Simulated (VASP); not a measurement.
# MnSi (Pm-3m) in VASP: settings compared

Aim: see how the results for MnSi move with the level of theory and the settings. Levels: PBEsol-based global hybrid with 25 % exact exchange, B3LYP. Tasks: single point.

All numbers are computed with VASP 6.6.1; they aren't measurements. Logs are shortened: lines on timing, memory, paths and dates and some standing lists are left out, and cuts for length are marked.

## Step 1: The cell of the first run

The structure is cubic, space group Pm-3m (No. 221). The conventional cell has a = 2.748 Å, b = 2.748 Å, c = 2.748 Å, α = 90.00°, β = 90.00°, γ = 90.00°. Within 3.1 Å of Mn (site symmetry m-3m) lie 8 Si at 2.38 Å and 6 Mn at 2.75 Å. Within 3.1 Å of Si (site symmetry m-3m) lie 8 Mn at 2.38 Å and 6 Si at 2.75 Å.

## Step 2: Single point, PBEsol-based global hybrid with 25 % exact exchange, collinear spin, ferromagnetic start

The input, POSCAR:

```
MnSi
1.0
    2.7480372710      0.0000000000      0.0000000000
    0.0000000000      2.7480372710      0.0000000000
    0.0000000000      0.0000000000      2.7480372710
Mn Si
1 1
Direct
    0.5000000000      0.5000000000      0.5000000000
    0.0000000000      0.0000000000      0.0000000000
```

The input, INCAR.step1:

```
SYSTEM = MnSi
PREC = Accurate
ENCUT = 520
EDIFF = 1E-5
ISMEAR = -1
SIGMA = 0.05
LREAL = .FALSE.
LASPH = .TRUE.
NELM = 150
ALGO = Normal
ISIF = 2
LWAVE = .TRUE.
LCHARG = .FALSE.
ISPIN = 2
MAGMOM = 4 0
LORBIT = 11
LMAXMIX = 4
NBANDS = 20
GGA = PE
```

The input, INCAR.step2:

```
SYSTEM = MnSi
PREC = Accurate
ENCUT = 520
EDIFF = 1E-6
ISMEAR = -1
SIGMA = 0.05
LREAL = .FALSE.
LASPH = .TRUE.
NELM = 150
ALGO = Normal
ISIF = 2
LWAVE = .FALSE.
LCHARG = .FALSE.
ISPIN = 2
MAGMOM = 4 0
LORBIT = 11
LMAXMIX = 4
GGA = PS
LHFCALC = .TRUE.
AEXX = 0.25
PRECFOCK = Normal
NBANDS = 20
ISTART = 1
```

The input, KPOINTS:

```
Automatic mesh
0
G
  5 5 5
  0 0 0
```

Potentials or basis: VASP PAW PBE potentials, release 64 (Mn_pv, Si).

Command:

```sh
cat potpaw_PBE.64/Mn_pv/POTCAR potpaw_PBE.64/Si/POTCAR > POTCAR
cp INCAR.step1 INCAR
mpirun -np 1 vasp_std > vasp.out
cp INCAR.step2 INCAR
mpirun -np 1 vasp_std > vasp.out
```

OUTCAR:

```text
SYSTEM = MnSi
   PREC = Accurate
   ENCUT = 520
   EDIFF = 1E-6
   ISMEAR = -1
   LREAL = .FALSE.
   LASPH = .TRUE.
   NELM = 150
   ISIF = 2
   ISPIN = 2
   LORBIT = 11
   GGA = PS
   LHFCALC = .TRUE.
   AEXX = 0.25
   PRECFOCK = Normal
   ISTART = 1

 ion  position               nearest neighbor table
   1  0.500  0.500  0.500-   2 2.38   2 2.38   2 2.38   2 2.38   2 2.38   2 2.38   2 2.38   2 2.38

   2  0.000  0.000  0.000-   1 2.38   1 2.38   1 2.38   1 2.38   1 2.38   1 2.38   1 2.38   1 2.38

  LATTYP: Found a simple cubic cell.
 ALAT       =     2.7480372710

  Lattice vectors:

 A1 = (   2.7480372710,   0.0000000000,   0.0000000000)
 A2 = (   0.0000000000,   2.7480372710,   0.0000000000)
 A3 = (   0.0000000000,   0.0000000000,   2.7480372710)

Analysis of symmetry for initial positions (statically):
=====================================================================
 Subroutine PRICEL returns:
 Original cell was already a primitive cell.

 Routine SETGRP: Setting up the symmetry group for a
 simple cubic supercell.

 Subroutine GETGRP returns: Found 48 space group operations
 (whereof 48 operations were pure point group operations)
 out of a pool of 48 trial point group operations.

The static configuration has the point symmetry O_h .

Analysis of symmetry for dynamics (positions and initial velocities):
=====================================================================
 Subroutine PRICEL returns:
 Original cell was already a primitive cell.

 Routine SETGRP: Setting up the symmetry group for a
 simple cubic supercell.

 Subroutine GETGRP returns: Found 48 space group operations
 (whereof 48 operations were pure point group operations)
 out of a pool of 48 trial point group operations.

The dynamic configuration has the point symmetry O_h .

Analysis of structural, dynamic, and magnetic symmetry:
=====================================================================
 Subroutine PRICEL returns:
 Original cell was already a primitive cell.

 Routine SETGRP: Setting up the symmetry group for a
 simple cubic supercell.

 Subroutine GETGRP returns: Found 48 space group operations
 (whereof 48 operations were pure point group operations)
 out of a pool of 48 trial point group operations.

The overall configuration has the point symmetry O_h .

 Subroutine INISYM returns: Found 48 space group operations
 (whereof 48 operations are pure point group operations),
 and found     1 'primitive' translations

----------------------------------------------------------------------------------------

                                     Primitive cell

  volume of cell :      20.7524

  direct lattice vectors                    reciprocal lattice vectors
     2.748037271  0.000000000  0.000000000     0.363896083  0.000000000  0.000000000
     0.000000000  2.748037271  0.000000000     0.000000000  0.363896083  0.000000000
     0.000000000  0.000000000  2.748037271     0.000000000  0.000000000  0.363896083

  length of vectors
     2.748037271  2.748037271  2.748037271     0.363896083  0.363896083  0.363896083

  position of ions in fractional coordinates (direct lattice)
     0.500000000  0.500000000  0.500000000
     0.000000000  0.000000000  0.000000000

  ion indices of the primitive-cell ions
   primitive index   ion index
                 1           1
                 2           2

----------------------------------------------------------------------------------------

 KPOINTS: Automatic mesh

Automatic generation of k-mesh.
 Grid dimensions read from file:
 generate k-points for:    5    5    5

 Generating k-lattice:

  Cartesian coordinates                     Fractional coordinates (reciprocal lattice)
     0.072779217  0.000000000  0.000000000     0.200000000  0.000000000  0.000000000
     0.000000000  0.072779217  0.000000000     0.000000000  0.200000000  0.000000000
     0.000000000  0.000000000  0.072779217     0.000000000  0.000000000  0.200000000

  Length of vectors
     0.072779217  0.072779217  0.072779217

  Shift w.r.t. Gamma in fractional coordinates (k-lattice)
     0.000000000  0.000000000  0.000000000

 Subroutine IBZKPT returns following result:
 ===========================================

 Found     10 irreducible k-points:

 Following reciprocal coordinates:
            Coordinates               Weight
  0.000000  0.000000  0.000000      1.000000
  0.200000  0.000000  0.000000      6.000000
  0.400000  0.000000  0.000000      6.000000
  0.200000  0.200000  0.000000     12.000000
  0.400000  0.200000  0.000000     24.000000
  0.400000  0.400000  0.000000     12.000000
  0.200000  0.200000  0.200000      8.000000
  0.400000  0.200000  0.200000     24.000000
  0.400000  0.400000  0.200000     24.000000
  0.400000  0.400000  0.400000      8.000000
   k-points           NKPTS =     10   k-points in BZ     NKDIM =    125   number of bands    NBANDS=     20
   number of dos      NEDOS =    301   number of ions     NIONS =      2
   total plane-waves  NPLWV =   8000
   dimension x,y,z NGX =    20 NGY =   20 NGZ =   20
   dimension x,y,z NGXF=    40 NGYF=   40 NGZF=   40
   ions per type =               1   1
   NGX,Y,Z   is equivalent  to a cutoff of  12.10, 12.10, 12.10 a.u.
   NGXF,Y,Z  is equivalent  to a cutoff of  24.20, 24.20, 24.20 a.u.
 SYSTEM =  MnSi
   PREC   = accura    normal or accurate (medium, high low for compatibility)
   ISTART =      1    job   : 0-new  1-cont  2-samecut
   ICHARG =      0    charge: 1-file 2-atom 10-const
   ISPIN  =      2    spin polarized calculation?
   LNONCOLLINEAR =      F non collinear calculations
   LSORBIT =      F    spin-orbit coupling
   LASPH  =      T    aspherical Exc in radial PAW
   ENCUT  =  520.0 eV  38.22 Ry    6.18 a.u.   5.11  5.11  5.11*2*pi/ulx,y,z
   NELM   =    150;   NELMIN=  2; NELMDL=  0     # of ELM steps
   EDIFF  = 0.1E-05   stopping-criterion for ELM
   LREAL  =      F    real-space projection
   EDIFFG = 0.1E-04   stopping-criterion for IOM
   NSW    =      0    number of steps for IOM
   IBRION =     -1    ionic relax: 0-MD 1-quasi-New 2-CG
   NFREE  =      0    steps in history (QN), initial steepest desc. (CG)
   ISIF   =      2    stress and relaxation
   ISYM   =      3    0-nonsym 1-usesym 2-fastsym
   POTIM  = 0.5000    time-step for ionic-motion
   TEBEG  =    0.0;   TEEND  =   0.0 temperature during run
   PSTRESS=    0.0 pullay stress
   NELECT =      17.0000    total number of electrons
   NUPDOWN=      -1.0000    fix difference up-down
   EMIN   =  10.00;   EMAX   =-10.00  energy-range for DOS
   EFERMI =   0.00;   METHOD = LEGACY
   ISMEAR =    -1;   SIGMA  =   0.05  broadening in eV -4-tet -1-fermi 0-gaus
   EFERMI_NEDOS =   21; number of points for ismear=-14 and -15
   IALGO  =     38    algorithm
   IMIX   =      1    mixing-type and parameters
     AMIX     =   0.40;   BMIX     =  1.00
     AMIX_MAG =   1.60;   BMIX_MAG =  1.00
  volume/ion in A,a.u.               =      10.38        70.02
  Fermi-wavevector in a.u.,A,eV,Ry     =   1.531799  2.894681 31.924832  2.346409
  Thomas-Fermi vector in A             =   2.639094
   LORBIT       =     11    0 simple, 1 ext, 2 COOP (PROOUT), +10 PAW based schemes
   GGA     = PS    functional components
   LHFCALC =     T    Hartree Fock is set to
   PRECFOCK=normal    Normal, Fast or Accurate (Low or Medium for compatibility)
   ENCUT4O =  -1.0   cutoff for four orbital integrals eV
   NKREDX  =     1    reduce k-point grid by
   NKREDY  =     1    reduce k-point grid by
   NKREDZ  =     1    reduce k-point grid by
   AEXX    =    0.2500 exact exchange contribution
   HFSCREEN=    0.0000 screening length (either q_TF or 0.3 A-1)
   HFSCREENC=   0.0000 screening length for correlation (either q_TF or 0.3 A-1)
   ENCUTFOCK=  -1.0 apply spherical cutoff to Coloumb kernel
   IVDW    =     0    specifies the selected vdW correction
   LEPSILON=     F    determine dielectric tensor
   LRPA    =     F    only Hartree local field effects (RPA)
 spin polarized calculation
  energy-cutoff  :      520.00
  volume of cell :       20.75
 maximum number of plane-waves:       587
  NGX = 16; NGY = 16; NGZ = 16

 number of electron      16.9999984 magnetization       0.6162098

 Free energy of the ion-electron system (eV)
  ---------------------------------------------------
  ext. energy  EPLUGINS =         0.00000000
  ---------------------------------------------------
  free energy    TOTEN  =       -20.79536795 eV

  energy without entropy =      -20.79194802  energy(sigma->0) =      -20.79365799

 E-fermi :  12.1891     XC(G=0): -10.5489

 val. band max:       12.0387603578   @ k =   0.4000   0.4000   0.2000
 cond. band min:      12.7701248658   @ k =   0.4000   0.4000   0.4000
 fundamental gap:      0.7313645080
 Fermi energy:        12.1891487682

 spin component 1

 k-point     1 :       0.0000    0.0000    0.0000
  band No.  band energies     occupation
      1     -39.4501      1.00000
      2     -39.4501      1.00000
      3     -39.4501      1.00000
      4      -3.2211      1.00000
      5       8.2784      1.00000
      6       8.2784      1.00000
[... 12 lines left out ...]
     19      37.8345      0.00000
[... 190 lines left out ...]
      3     -39.6006      1.00000
      4       4.0580      1.00000
      5       5.5473      1.00000
      6       5.5473      1.00000
[... 12 lines left out ...]
     19      43.9199      0.00000
     20      43.9199      0.00000
 Fermi energy:        12.1891487682

 spin component 2

 k-point     1 :       0.0000    0.0000    0.0000
  band No.  band energies     occupation
      1     -38.3565      1.00000
      2     -38.3565      1.00000
      3     -38.3565      1.00000
      4      -3.3303      1.00000
      5       8.6315      1.00000
      6       8.6315      1.00000
[... 12 lines left out ...]
     19      37.8149      0.00000
[... 191 lines left out ...]
      4       4.3173      1.00000
      5       6.1244      1.00000
      6       6.1244      1.00000
[... 12 lines left out ...]
     19      43.8632      0.00000
     20      43.8632      0.00000

------------------------ aborting loop because EDIFF is reached ----------------------------------------

  FORCE on cell =-STRESS in cart. coord.  units (eV):
  Direction    XX          YY          ZZ          XY          YZ          ZX
  --------------------------------------------------------------------------------------
  -------------------------------------------------------------------------------------
  Total       -0.3661881     -0.3661881     -0.3661881     -0.0000000     -0.0000000      0.0000000
  in kB      -28.2713743    -28.2713743    -28.2713743     -0.0000000     -0.0000000      0.0000000
  external PRESSURE =     -28.2713743 kB  Pullay stress =       0.0000000 kB

 VOLUME and BASIS-vectors are now :
 -----------------------------------------------------------------------------
  energy-cutoff  :      520.00
  volume of cell :       20.75
      direct lattice vectors                 reciprocal lattice vectors
     2.748037271  0.000000000  0.000000000     0.363896083  0.000000000  0.000000000
     0.000000000  2.748037271  0.000000000     0.000000000  0.363896083  0.000000000
     0.000000000  0.000000000  2.748037271     0.000000000  0.000000000  0.363896083

 POSITION                                       TOTAL-FORCE (eV/Angst)
 -----------------------------------------------------------------------------------
      1.37402      1.37402      1.37402         0.000000      0.000000      0.000000
      0.00000      0.00000      0.00000         0.000000      0.000000      0.000000
 -----------------------------------------------------------------------------------
    total drift:                                0.000000      0.000000      0.000000

  FREE ENERGIE OF THE ION-ELECTRON SYSTEM (eV)
  ---------------------------------------------------
  free  energy   TOTEN  =       -20.7953679496 eV

  energy  without entropy=      -20.7919480212  energy(sigma->0) =      -20.79365799

 total charge

# of ion       s       p       d       tot
------------------------------------------
    1        0.363   6.411   5.511  12.284
    2        0.703   0.954   0.000   1.656
--------------------------------------------------
tot          1.065   7.364   5.511  13.941

 magnetization (x)

# of ion       s       p       d       tot
------------------------------------------
    1       -0.006   0.012   0.734   0.740
    2       -0.022  -0.065   0.000  -0.086
--------------------------------------------------
tot         -0.027  -0.052   0.734   0.654
```

Wall time 13 min (1 thread of AMD EPYC 7R13 (Zen 3), shared host); peak memory 0.11 GiB.

What came out:

```
Free energy                                           : -20.7954 eV
Pressure                                              : -2.8 GPa
Net moment                                            : 0.62 μB per cell
Site moments                                          : Mn +0.74; Si -0.09 μB
Valence electrons inside the program's atomic spheres : Mn 12.28; Si 1.66
```

Levels at points of the mesh, in eV from the Fermi level:
Spin up:
```
           k point  band 6  band 7  band 8  band 9  band 10  band 11  band 12  band 13
(0.00, 0.00, 0.00)   -3.91   -1.18   -1.18   -1.18     5.31     5.31     5.31    11.16
```
Spin down:
```tsv
k point	band 5	band 6	band 7	band 8	band 9	band 10	band 11	band 12
(0.00, 0.00, 0.00)	-3.56	-3.56	1.67	1.67	1.67	5.12	5.12	5.12
```

Caveat: the k points lie up to 0.46 Å⁻¹ apart; the PAW data sets were made with another functional, which shifts forces and pressure a little.

## Step 3: Single point, B3LYP, collinear spin, ferromagnetic start

This run uses another cell than the first one, of 11.16 Å³/atom.

The input, POSCAR:

```
MnSi
1.0
    2.8158981755      0.0000000000      0.0000000000
    0.0000000000      2.8158981755      0.0000000000
    0.0000000000      0.0000000000      2.8158981755
Mn Si
1 1
Direct
    0.5000000000      0.5000000000      0.5000000000
    0.0000000000      0.0000000000      0.0000000000
```

The input, INCAR.step1:

```
ALGO = Normal ; EDIFF = 1E-5
ENCUT = 520 ; GGA = PE
ISIF = 2 ; ISMEAR = -1
ISPIN = 2 ; LASPH = T
LCHARG = F ; LMAXMIX = 4
LORBIT = 11 ; LREAL = F
LWAVE = T ; MAGMOM = 4 0
NBANDS = 20 ; NELM = 150
PREC = Accurate ; SIGMA = 0.05
```

The input, INCAR.step2:

```
AEXX = 0.2 ; AGGAC = 0.81
AGGAX = 0.72 ; ALDAC = 0.19
ALGO = Normal ; EDIFF = 1E-6
ENCUT = 520 ; GGA = B3
ISIF = 2 ; ISMEAR = -1
ISPIN = 2 ; ISTART = 1
LASPH = T ; LCHARG = F
LHFCALC = T ; LMAXMIX = 4
LORBIT = 11 ; LREAL = F
LWAVE = F ; MAGMOM = 4 0
NBANDS = 20 ; NELM = 150
PREC = Accurate ; PRECFOCK = Normal
SIGMA = 0.05
```

The input, KPOINTS:

```
k-points
0
Gamma
  5 5 5
```

Potentials or basis: VASP PAW PBE potentials, release 64 (Mn_pv, Si).

Command:

```sh
cat potpaw_PBE.64/Mn_pv/POTCAR potpaw_PBE.64/Si/POTCAR > POTCAR
cp INCAR.step1 INCAR
mpirun -np 1 vasp_std > vasp.out
cp INCAR.step2 INCAR
mpirun -np 1 vasp_std > vasp.out
```

Run time: 12 min. Hardware: 1 thread of AMD EPYC 7R13 (Zen 3), shared host; peak memory 0.13 GiB.

Results (log left out):

- Free energy: -16.6780 eV
- Pressure: -6.1 GPa
- Net moment: 0.62 μB per cell
- Site moments: Mn +0.75; Si -0.09 μB
- Valence electrons inside the program's atomic spheres: Mn 12.14; Si 1.62

Levels at points of the mesh, in eV from the Fermi level:
Spin up:
```tsv
k point	band 5	band 6	band 7	band 8	band 9	band 10	band 11	band 12	band 13	band 14
(0.00, 0.00, 0.00)	-3.38	-3.38	-1.12	-1.12	-1.12	4.57	4.57	4.57	10.44	10.44
```
Spin down:
| k point | band 4 | band 5 | band 6 | band 7 | band 8 | band 9 | band 10 | band 11 | band 12 | band 13 |
| --- | --- | --- | --- | --- | --- | --- | --- | --- | --- | --- |
| (0.00, 0.00, 0.00) | -14.62 | -3.05 | -3.05 | 1.32 | 1.32 | 1.32 | 4.39 | 4.39 | 4.39 | 10.48 |

Caveat: the k points lie up to 0.45 Å⁻¹ apart; the PAW data sets were made with another functional, which shifts forces and pressure a little.
